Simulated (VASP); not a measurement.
Set up this calculation in VASP 6.6.1, as the native input.

```
Task                   : single point
Functional             : PBE
Potentials or basis    : VASP PAW PBE potentials, release 64 (Hg_sv_GW, H, S)
Cutoff                 : 410 eV
k mesh                 : 1 × 1 × 1
Occupations            : gaussian, width 0.01 eV
Spin                   : no spin polarisation
Dipole correction      : no
Further INCAR settings : ALGO = Normal; EDIFF = 1e-06; NBANDS = 24; NELMDL = -8
```

The structure of HgH4S lies in POSCAR:

```
HgH4S
1.0
   12.9600000000      0.0000000000      0.0000000000
    0.0000000000     12.6900000000      0.0000000000
    0.0000000000      0.0000000000     10.9500000000
Hg H S
1 4 1
Direct
    0.5330987700      0.5926958200      0.4998703200
    0.6529081800      0.5450528000      0.4998703200
    0.4147175900      0.6450985000      0.4998703200
    0.3472222200      0.3997131600      0.5887817400
    0.3472222200      0.3997131600      0.4109589000
    0.4059560200      0.3546099300      0.4998703200
```

These files were run (other wordings do the same):

INCAR

```
SYSTEM = HgH4S
ALGO = Normal ; EDIFF = 1E-6
ENCUT = 410 ; GGA = PE
GGA_COMPAT = .False. ; ISIF = 2
ISMEAR = 0 ; LASPH = .True.
LCHARG = .False. ; LREAL = .False.
LWAVE = .False. ; NBANDS = 24
NELM = 120 ; NELMDL = -8
PREC = Accurate ; SIGMA = 0.01
```

KPOINTS

```
k-points
0
Gamma
  1 1 1
  0 0 0
```

Potentials or basis: VASP PAW PBE potentials, release 64 (Hg_sv_GW, H, S).

The run is started by

```bash
$ cat potpaw_PBE.64/Hg_sv_GW/POTCAR potpaw_PBE.64/H/POTCAR potpaw_PBE.64/S/POTCAR > POTCAR
$ mpirun -np 1 vasp_gam > vasp.out
```

It gave:

The largest force is 0.395 eV/Å. The gap between the frontier levels is 5.17 eV.

Caveat: spin-orbit coupling is left out, which moves the levels of the heavy elements.

Run time: 2.8 min on 1 thread of Intel(R) Xeon(R) Platinum 8259CL CPU @ 2.50GHz (Skylake/Cascade Lake), with other jobs on the host, peak memory 0.9 GiB.
